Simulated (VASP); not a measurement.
Input of a VASP 6.6.1 run:

INCAR

```
SYSTEM = Na2N
  ALGO = Normal
  EDIFF = 1E-6
  ENCUT = 520
  GGA = PE
  ISIF = 2
  ISMEAR = 0
  ISPIN = 2
  LASPH = .True.
  LCHARG = .False.
  LORBIT = 11
  LREAL = .False.
  LWAVE = .False.
  MAGMOM = 0 0 0 0 1 1
  NBANDS = 32
  NELM = 150
  PREC = Accurate
  SIGMA = 0.1
```

KPOINTS

```
k-points
0
Gamma
  6 6 4
  0 0 0
```

POSCAR

```
Na2N
1.0
    4.2029431830      0.0000000000      0.0000000000
   -2.1014715915      3.6398555671      0.0000000000
    0.0000000000      0.0000000000      5.9375597335
Na N
4 2
Direct
    0.3333333333      0.6666666667      0.7500000000
    0.0000000000      0.0000000000      0.0000000000
    0.0000000000      0.0000000000      0.5000000000
    0.6666666667      0.3333333333      0.2500000000
    0.6666666667      0.3333333333      0.7500000000
    0.3333333333      0.6666666667      0.2500000000
```

Potentials or basis: VASP PAW PBE potentials, release 64 (Na_pv, N).

Run with:

```bash
$ cat potpaw_PBE.64/Na_pv/POTCAR potpaw_PBE.64/N/POTCAR > POTCAR
$ mpirun -np 1 vasp_std > vasp.out
```

Q: Predict the pressure.

A: -0.1 GPa.

Q: What does it give for the net moment?

A: 2.00 μB per cell.

Q: Estimate the site moments.

A: Na -0.01; N +0.68 μB.

Q: Estimate the band gap on the k mesh.

A: Zero (filled and empty bands overlap).

Stress tensor (GPa, compression positive):
```
-0.14  0.00  0.00
 0.00 -0.14  0.00
 0.00  0.00 -0.03
```
